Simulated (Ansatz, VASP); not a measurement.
**GaIr5 in VASP and in Ansatz**

```
CELL_PARAMETERS angstrom
2.76788 0.00000 -0.00009
0.00001 5.53577 0.00100
-0.00052 0.00151 11.35139
ATOMIC_POSITIONS crystal
Ga 0.50007 0.25001 0.00000
Ga 0.49995 0.74999 0.99999
Ir 0.49994 0.25008 0.33168
Ir 0.49995 0.75008 0.33168
Ir 0.50004 0.24991 0.66833
Ir 0.50003 0.74990 0.66832
Ir 0.99989 0.50023 0.16345
Ir 0.99982 0.00022 0.16348
Ir 0.00016 0.49979 0.83653
Ir 0.00023 0.99980 0.83654
Ir 0.99993 0.50000 0.50000
Ir 0.00000 0.99999 0.50001
```

Change from the starting cell: cell x2, atoms moved at random (sigma 0.1 Å) and cell strained at random (1.5 %), then relaxed without symmetry.

Alike in both runs: functional PBE; k mesh 8 × 4 × 2; occupations gaussian, width 0.2 eV; no spin polarisation.

Ansatz relaxed the structure, and its values are those at the end. VASP's run is a single point on that final structure, the one shown.

```csv
,VASP,Ansatz
version,VASP 6.6.1,Ansatz 0.2.0
potentials or method,"VASP PAW PBE potentials, release 64 (Ga_d, Ir), cutoff 520 eV","scalar-relativistic, plane waves, PAW"
valence electrons in the cell,116,196
```

|  | VASP | Ansatz | Ansatz less VASP |
| --- | --- | --- | --- |
| gap on the k mesh at the Fermi level (eV) | none | none | - |
| pressure (GPa) | 0.5 | 0.0 | -0.48 |
| rms of the force components (eV/Å) | 0.009 | 0.007 | -0.0020 |

A gap of «none» marks a metal or a gap that the smearing closes. VASP's potentials hold 116 valence electrons a cell and Ansatz's 196, so a difference there can come from the potentials and not from the codes.

Spin-orbit coupling is off throughout.
